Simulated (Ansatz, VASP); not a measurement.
**Two plane-wave programs on Sn**

INCAR

```
PREC = Accurate ; ENCUT = 520
EDIFF = 1E-6 ; ISMEAR = 0
SIGMA = 0.15 ; LREAL = F
LASPH = T ; NELM = 80
ALGO = Fast ; ISIF = 2
LWAVE = F ; LCHARG = F
GGA = CA ; NBANDS = 36
KPAR = 4
```

File KPOINTS:

```
Automatic mesh
0
Gamma
  16 16 4
```

The input POSCAR:

```
Sn
1.0
   -1.7265390000      1.7755470000     -2.3383420000
   -1.7265390000     -1.7755470000      2.3383420000
   -1.4387825000     11.5410555000      3.5075130000
Sn
4
Direct
   -0.5833333333     -0.1458333333      0.8750000000
    0.1666666667      0.7291666667      0.1250000000
    0.2500000000      0.4375000000      0.3750000000
    0.3333333333      0.1458333333      0.6250000000
```

Input for Ansatz:

```yaml
crystal:
  lattice:
    - [-1.726539, 1.775547, -2.338342]
    - [-1.726539, -1.775547, 2.338342]
    - [-1.4387825, 11.5410555, 3.507513]
  atoms:
    - { symbol: Sn, position: [-0.5833333333, -0.1458333333, 0.875] }
    - { symbol: Sn, position: [0.1666666667, 0.7291666667, 0.125] }
    - { symbol: Sn, position: [0.25, 0.4375, 0.375] }
    - { symbol: Sn, position: [0.3333333333, 0.1458333333, 0.625] }
basis:
  ecutwfc: 420
kpoints:
  mp_grid: { grid: [16, 16, 4] }
hamiltonian:
  xc: lda
scf:
  occupations: { method: gaussian, width: 0.15 }
output:
  forces: true
  stress: true
  eigenvalues: true
  write_density: true
  write_potential: true
  elf: true
  volumetric_format: npy
```

Alike in both runs: task single point; functional LDA; k mesh 16 × 16 × 4; occupations gaussian, width 0.15 eV; no spin polarisation.

|  | VASP | Ansatz |
| --- | --- | --- |
| version | VASP 6.6.1 | Ansatz 0.2.0 |
| potentials or method | VASP PAW LDA potentials, release 64 (Sn_d), cutoff 520 eV | scalar-relativistic, plane waves, PAW |
| valence electrons in the cell | 56 | 56 |

```tsv
	VASP	Ansatz	Ansatz less VASP
gap on the k mesh at the Fermi level (eV)	none	none	-
pressure (GPa)	-4.4	-4.4	+0.06
traceless stress, the component that is largest in VASP (GPa)	1.02	1.01	-0.012
rms of the force components (eV/Å)	0.237	0.236	-0.0011
```

LDA's correlation is that of Perdew and Zunger in VASP and of Perdew and Wang (1992) in Ansatz. Atom by atom the forces differ by 0.001 eV/Å (rms over components). A gap of «none» marks a metal or a gap that the smearing closes.
